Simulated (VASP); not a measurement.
# V2O5: single point with PBEsol

The system is V2O5.

```
V O
1.0
     4.88715    0.00000    0.45211
     0.00000    3.22784    0.00000
    -1.56237    0.00000    6.10335
V O
2 5
Direct
  0.58274 0.00000 0.78321
  0.41726 0.00000 0.21679
  0.73877 0.50000 0.81058
  0.26123 0.50000 0.18942
  0.28252 0.00000 0.86107
  0.71748 0.00000 0.13893
  0.50000 0.00000 0.50000
```

| Quantity | Value |
| --- | --- |
| Program | VASP 6.6.1 |
| Task | single point |
| Functional | PBEsol |
| Potentials or basis | VASP PAW PBE potentials, release 64 (V_sv, O) |
| Cutoff | 520 eV |
| k mesh | 6 × 6 × 4 |
| Occupations | gaussian, width 0.1 eV |
| Spin | no spin polarisation |
| Dipole correction | no |
| Further INCAR settings | ALGO = Normal; EDIFF = 1e-07; NBANDS = 37 |

- Pressure: 1.0 GPa
- Largest force: 0.314 eV/Å
- Band gap on the k mesh: 1.60 eV (least direct gap 1.77 eV)

Forces in eV/Å, atoms in the order of the input:
```
V    0.263  0.000 -0.023
V   -0.263  0.000  0.023
O    0.054  0.000  0.022
O   -0.054  0.000 -0.022
O   -0.307  0.000  0.069
O    0.307  0.000 -0.069
O    0.000  0.000  0.000
```

Stress tensor (GPa, compression positive):
```
 1.84  0.00 -0.25
 0.00  0.67  0.00
-0.25  0.00  0.46
```

Levels at points of the mesh, in eV from the valence-band top:
| k point | band 25 | band 26 | band 27 | band 28 | band 29 | band 30 | band 31 | band 32 |
| --- | --- | --- | --- | --- | --- | --- | --- | --- |
| (0.00, 0.00, 0.00) | -1.09 | -0.82 | -0.57 | -0.51 | 1.60 | 2.84 | 3.25 | 3.84 |
| (0.50, 0.00, 0.00) | -1.00 | -0.92 | -0.47 | -0.40 | 1.61 | 2.85 | 3.27 | 3.75 |
| (0.00, 0.50, 0.00) | -1.19 | -0.91 | -0.43 | -0.09 | 1.90 | 2.73 | 3.11 | 3.42 |
| (0.50, 0.50, 0.00) | -0.74 | -0.56 | -0.40 | 0.00 | 1.77 | 2.58 | 3.06 | 3.33 |
| (0.00, 0.00, 0.50) | -1.81 | -0.89 | -0.56 | -0.19 | 1.89 | 2.69 | 2.98 | 3.60 |
| (0.50, 0.00, 0.50) | -1.62 | -0.71 | -0.45 | -0.21 | 1.92 | 2.65 | 2.98 | 3.54 |
| (0.00, 0.50, 0.50) | -1.37 | -1.25 | -1.06 | -0.27 | 2.39 | 2.68 | 2.79 | 3.31 |
| (0.50, 0.50, 0.50) | -1.34 | -0.94 | -0.53 | -0.50 | 2.42 | 2.70 | 2.74 | 3.20 |

Run time: 7.8 min on 1 thread of Oxide Virtual Turin-like Processor, on a shared host, peak memory 0.27 GiB.

Caveat: the PAW data sets were made with another functional, which shifts forces and pressure a little. A k mesh can miss the band edges.
